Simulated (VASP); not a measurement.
# Li2S (Fm-3m) in VASP: notebook, part 3 of 3

VASP 6.6.1.

**4. Single point, PBEsol (15.07 Å³/atom)**

File INCAR:

```
SYSTEM = Li2S
PREC = Accurate ; ENCUT = 750
EDIFF = 1E-6 ; ISMEAR = 0
SIGMA = 0.05 ; LREAL = .False.
LASPH = .True. ; NELM = 120
ALGO = Normal ; ISIF = 2
LWAVE = .False. ; LCHARG = .True.
GGA = PS ; LELF = .True.
LVHAR = .True. ; NBANDS = 13
GGA_COMPAT = .False.
```

File KPOINTS:

```
Automatic mesh
0
Gamma
  8 8 8
  0 0 0
```

File POSCAR:

```
Li2S
1.0
    0.0000000000      2.8276406183      2.8276406183
    2.8276406183      0.0000000000      2.8276406183
    2.8276406183      2.8276406183      0.0000000000
Li S
2 1
Direct
    0.2500000000      0.2500000000      0.2500000000
    0.7500000000      0.7500000000      0.7500000000
    0.0000000000      0.0000000000      0.0000000000
```

Potentials or basis: VASP PAW PBE potentials, release 64 (Li_sv, S).

Command:

```
$ cat potpaw_PBE.64/Li_sv/POTCAR potpaw_PBE.64/S/POTCAR > POTCAR
$ mpirun -np 1 vasp_std > vasp.out
```

OUTCAR:

```text
SYSTEM = Li2S
   PREC = Accurate
   ENCUT = 750
   EDIFF = 1E-6
   ISMEAR = 0
   LREAL = .False.
   LASPH = .True.
   NELM = 120
   ISIF = 2
   GGA = PS

 ion  position               nearest neighbor table
   1  0.250  0.250  0.250-   3 2.45   3 2.45   3 2.45   3 2.45
   2  0.750  0.750  0.750-   3 2.45   3 2.45   3 2.45   3 2.45
   3  0.000  0.000  0.000-   2 2.45   2 2.45   2 2.45   1 2.45   1 2.45   1 2.45   2 2.45   1 2.45

  LATTYP: Found a face centered cubic cell.
 ALAT       =     5.6552812366

  Lattice vectors:

 A1 = (   0.0000000000,   2.8276406183,   2.8276406183)
 A2 = (   2.8276406183,   0.0000000000,   2.8276406183)
 A3 = (   2.8276406183,   2.8276406183,   0.0000000000)

Analysis of symmetry for initial positions (statically):
=====================================================================
 Subroutine PRICEL returns:
 Original cell was already a primitive cell.

 Routine SETGRP: Setting up the symmetry group for a
 face centered cubic supercell.

 Subroutine GETGRP returns: Found 48 space group operations
 (whereof 48 operations were pure point group operations)
 out of a pool of 48 trial point group operations.

The static configuration has the point symmetry O_h .

Analysis of symmetry for dynamics (positions and initial velocities):
=====================================================================
 Subroutine PRICEL returns:
 Original cell was already a primitive cell.

 Routine SETGRP: Setting up the symmetry group for a
 face centered cubic supercell.

 Subroutine GETGRP returns: Found 48 space group operations
 (whereof 48 operations were pure point group operations)
 out of a pool of 48 trial point group operations.

The dynamic configuration has the point symmetry O_h .

 Subroutine INISYM returns: Found 48 space group operations
 (whereof 48 operations are pure point group operations),
 and found     1 'primitive' translations

----------------------------------------------------------------------------------------

                                     Primitive cell

  volume of cell :      45.2171

  direct lattice vectors                    reciprocal lattice vectors
     0.000000000  2.827640618  2.827640618    -0.176825866  0.176825866  0.176825866
     2.827640618  0.000000000  2.827640618     0.176825866 -0.176825866  0.176825866
     2.827640618  2.827640618  0.000000000     0.176825866  0.176825866 -0.176825866

  length of vectors
     3.998887712  3.998887712  3.998887712     0.306271383  0.306271383  0.306271383

  position of ions in fractional coordinates (direct lattice)
     0.250000000  0.250000000  0.250000000
     0.750000000  0.750000000  0.750000000
     0.000000000  0.000000000  0.000000000

  ion indices of the primitive-cell ions
   primitive index   ion index
                 1           1
                 2           2
                 3           3

----------------------------------------------------------------------------------------

 KPOINTS: Automatic mesh

Automatic generation of k-mesh.
 Grid dimensions read from file:
 generate k-points for:    8    8    8

 Generating k-lattice:

  Cartesian coordinates                     Fractional coordinates (reciprocal lattice)
    -0.022103233  0.022103233  0.022103233     0.125000000  0.000000000  0.000000000
     0.022103233 -0.022103233  0.022103233     0.000000000  0.125000000  0.000000000
     0.022103233  0.022103233 -0.022103233     0.000000000  0.000000000  0.125000000

  Length of vectors
[... 43 lines left out ...]
   NGX,Y,Z   is equivalent  to a cutoff of  14.97, 14.97, 14.97 a.u.
   NGXF,Y,Z  is equivalent  to a cutoff of  29.93, 29.93, 29.93 a.u.
 SYSTEM =  Li2S
   PREC   = accura    normal or accurate (medium, high low for compatibility)
   ISTART =      0    job   : 0-new  1-cont  2-samecut
   ICHARG =      2    charge: 1-file 2-atom 10-const
   ISPIN  =      1    spin polarized calculation?
   LNONCOLLINEAR =      F non collinear calculations
   LSORBIT =      F    spin-orbit coupling
   LASPH  =      T    aspherical Exc in radial PAW
   ENCUT  =  750.0 eV  55.12 Ry    7.42 a.u.   8.93  8.93  8.93*2*pi/ulx,y,z
   NELM   =    120;   NELMIN=  2; NELMDL= -5     # of ELM steps
   EDIFF  = 0.1E-05   stopping-criterion for ELM
   LREAL  =      F    real-space projection
   EDIFFG = 0.1E-04   stopping-criterion for IOM
   NSW    =      0    number of steps for IOM
   IBRION =     -1    ionic relax: 0-MD 1-quasi-New 2-CG
   NFREE  =      0    steps in history (QN), initial steepest desc. (CG)
   ISIF   =      2    stress and relaxation
   ISYM   =      2    0-nonsym 1-usesym 2-fastsym
   POTIM  = 0.5000    time-step for ionic-motion
   TEBEG  =    0.0;   TEEND  =   0.0 temperature during run
   PSTRESS=    0.0 pullay stress
   NELECT =      12.0000    total number of electrons
   NUPDOWN=      -1.0000    fix difference up-down
   EMIN   =  10.00;   EMAX   =-10.00  energy-range for DOS
   EFERMI =   0.00;   METHOD = LEGACY
   ISMEAR =     0;   SIGMA  =   0.05  broadening in eV -4-tet -1-fermi 0-gaus
   EFERMI_NEDOS =   21; number of points for ismear=-14 and -15
   IALGO  =     38    algorithm
   IMIX   =      4    mixing-type and parameters
     AMIX     =   0.40;   BMIX     =  1.00
     AMIX_MAG =   1.60;   BMIX_MAG =  1.00
  volume/ion in A,a.u.               =      15.07       101.71
  Fermi-wavevector in a.u.,A,eV,Ry     =   1.052045  1.988077 15.058914  1.106799
  Thomas-Fermi vector in A             =   2.187112
   LORBIT       =      0    0 simple, 1 ext, 2 COOP (PROOUT), +10 PAW based schemes
   GGA     = PS    functional components
   LHFCALC =     F    Hartree Fock is set to
   AEXX    =    0.0000 exact exchange contribution
   IVDW    =     0    specifies the selected vdW correction
   LEPSILON=     F    determine dielectric tensor
   LRPA    =     F    only Hartree local field effects (RPA)
 non-spin polarized calculation
 Gauss-broadening in eV      SIGMA  =   0.05
  energy-cutoff  :      750.00
  volume of cell :       45.22
 maximum number of plane-waves:      2148
   NGX = 17   NGY = 17   NGZ = 17

 number of electron      11.9999996 magnetization

 Free energy of the ion-electron system (eV)
  ---------------------------------------------------
  ext. energy  EPLUGINS =         0.00000000
  ---------------------------------------------------
  free energy    TOTEN  =       -12.37688425 eV

  energy without entropy =      -12.37688425  energy(sigma->0) =      -12.37688425

 E-fermi :   1.9159     XC(G=0):  -8.7257

 val. band max:        1.5521287726   @ k =   0.0000   0.0000   0.0000
 cond. band min:       4.7563883304   @ k =   0.5000   0.5000   0.0000
 fundamental gap:      3.2042595578
 Fermi energy:         1.9159417223

 k-point     1 :       0.0000    0.0000    0.0000
  band No.  band energies     occupation
      1     -41.8981      2.00000
      2     -41.8482      2.00000
      3      -9.5293      2.00000
      4       1.5521      2.00000
      5       1.5521      2.00000
      6       1.5521      2.00000
      7       5.7668      0.00000
      8       7.7106      0.00000
      9       7.7106      0.00000
     10       7.7107      0.00000
     11      12.7447      0.00000
     12      12.7447      0.00000
     13      13.9346      0.00000
[... 354 lines left out ...]
  band No.  band energies     occupation
      1     -41.8719      2.00000
      2     -41.8719      2.00000
      3      -9.0001      2.00000
      4      -1.1419      2.00000
      5       0.2551      2.00000
      6       0.6021      2.00000
      7       7.3072      0.00000
      8       8.1659      0.00000
      9       9.9019      0.00000
     10      10.5528      0.00000
     11      11.9213      0.00000
     12      13.2411      0.00000
     13      15.0463      0.00000

 [... further k-points ...]

------------------------ aborting loop because EDIFF is reached ----------------------------------------

  FORCE on cell =-STRESS in cart. coord.  units (eV):
  Direction    XX          YY          ZZ          XY          YZ          ZX
  --------------------------------------------------------------------------------------
  -------------------------------------------------------------------------------------
  Total       -0.0162023     -0.0162023     -0.0162023      0.0000000      0.0000000      0.0000000
  in kB       -0.5740978     -0.5740978     -0.5740978      0.0000000      0.0000000      0.0000000
  external PRESSURE =      -0.5740978 kB  Pullay stress =       0.0000000 kB

 VOLUME and BASIS-vectors are now :
 -----------------------------------------------------------------------------
  energy-cutoff  :      750.00
  volume of cell :       45.22
      direct lattice vectors                 reciprocal lattice vectors
     0.000000000  2.827640618  2.827640618    -0.176825866  0.176825866  0.176825866
     2.827640618  0.000000000  2.827640618     0.176825866 -0.176825866  0.176825866
     2.827640618  2.827640618  0.000000000     0.176825866  0.176825866 -0.176825866

 POSITION                                       TOTAL-FORCE (eV/Angst)
 -----------------------------------------------------------------------------------
      1.41382      1.41382      1.41382         0.000000      0.000000      0.000000
      4.24146      4.24146      4.24146        -0.000000     -0.000000     -0.000000
      0.00000      0.00000      0.00000        -0.000000      0.000000      0.000000
 -----------------------------------------------------------------------------------
    total drift:                                0.000000      0.000000      0.000000

  FREE ENERGIE OF THE ION-ELECTRON SYSTEM (eV)
  ---------------------------------------------------
  free  energy   TOTEN  =       -12.3768842469 eV

  energy  without entropy=      -12.3768842469  energy(sigma->0) =      -12.37688425
```

It took 52 s on 1 thread of AMD EPYC 7R13, shared host; peak memory 0.17 GiB.

Results:

```yaml
Free_energy: -12.3769 eV
Pressure: -0.1 GPa
Band_gap_on_the_k_mesh: 3.20 eV (least direct gap 4.21 eV)
```

Levels at points of the mesh, in eV from the valence-band top:
```csv
k point,band 4,band 5,band 6,band 7,band 8,band 9
"(0.00, 0.00, 0.00)",0.00,0.00,0.00,4.21,6.16,6.16
"(0.50, 0.00, 0.00)",-3.00,-0.53,-0.53,6.10,6.49,6.49
"(0.50, 0.50, 0.00)",-2.24,-1.49,-1.49,3.20,7.08,11.13
```

Caveat: the PAW data sets were made with another functional, which shifts forces and pressure a little. A k mesh can miss the band edges.

**5. Single point, PBEsol (14.77 Å³/atom)**

This run uses another cell than the first one, of 14.77 Å³/atom.

File INCAR:

```
SYSTEM = Li2S
ALGO = Normal
EDIFF = 1E-6
ENCUT = 750
GGA = PS
GGA_COMPAT = .False.
ISIF = 2
ISMEAR = 0
LASPH = .True.
LCHARG = .False.
LREAL = .False.
LWAVE = .False.
NBANDS = 13
NELM = 120
PREC = Accurate
SIGMA = 0.05
```

File KPOINTS:

```
k-points
0
Gamma
  8 8 8
  0 0 0
```

File POSCAR:

```
Li2S
1.0
    0.0000000000      2.8086625927      2.8086625927
    2.8086625927      0.0000000000      2.8086625927
    2.8086625927      2.8086625927      0.0000000000
Li S
2 1
Direct
    0.2500000000      0.2500000000      0.2500000000
    0.7500000000      0.7500000000      0.7500000000
    0.0000000000      0.0000000000      0.0000000000
```

Command:

```
$ cat potpaw_PBE.64/Li_sv/POTCAR potpaw_PBE.64/S/POTCAR > POTCAR
$ mpirun -np 1 vasp_std > vasp.out
```

Wall time 38 s (1 thread of AMD EPYC 7R13, shared host); peak memory 0.17 GiB.

Results (log left out):

| Property | Result |
| --- | --- |
| Free energy | -12.3740 eV |
| Pressure | 0.8 GPa |
| Band gap on the k mesh | 3.19 eV (least direct gap 4.32 eV) |

Levels at points of the mesh, in eV from the valence-band top:
```
           k point  band 2  band 3  band 4  band 5  band 6  band 7  band 8  band 9  band 10  band 11
(0.00, 0.00, 0.00)  -43.36  -11.14    0.00    0.00    0.00    4.32    6.16    6.16     6.16    11.25
(0.50, 0.00, 0.00)  -43.39  -10.66   -3.07   -0.55   -0.55    6.20    6.50    6.50     8.44    12.98
(0.50, 0.50, 0.00)  -43.38  -10.53   -2.29   -1.53   -1.53    3.19    7.14   11.28    11.28    12.46
```

Caveat: the PAW data sets were made with another functional, which shifts forces and pressure a little. As with any semilocal functional, this PBEsol gap is likely too small.

**6. The runs side by side**

```csv
level,cell,gap on the mesh (eV),pressure (GPa)
revPBE+D3(BJ),"a = 3.996 Å, angles 60.0°, 3 atoms",3.49,-3.6
BLYP,"a = 4.020 Å, angles 60.0°, 3 atoms",3.63,1.7
PBEsol,"a = 3.999 Å, angles 60.0°, 3 atoms",3.20,-0.1
PBEsol,"a = 3.972 Å, angles 60.0°, 3 atoms",3.19,0.8
```

Alike in all rows: task single point; potentials or basis VASP PAW PBE potentials, release 64 (Li_sv, S); no spin polarisation; k mesh 8 × 8 × 8; cutoff (eV) 750; smearing gaussian 0.05 eV.

Caveats: the PAW data sets were made with another functional, which shifts forces and pressure a little; the cell stands under tension (at least some runs).

Total energies depend on the potentials used, so only differences within one code and one set of settings carry meaning.
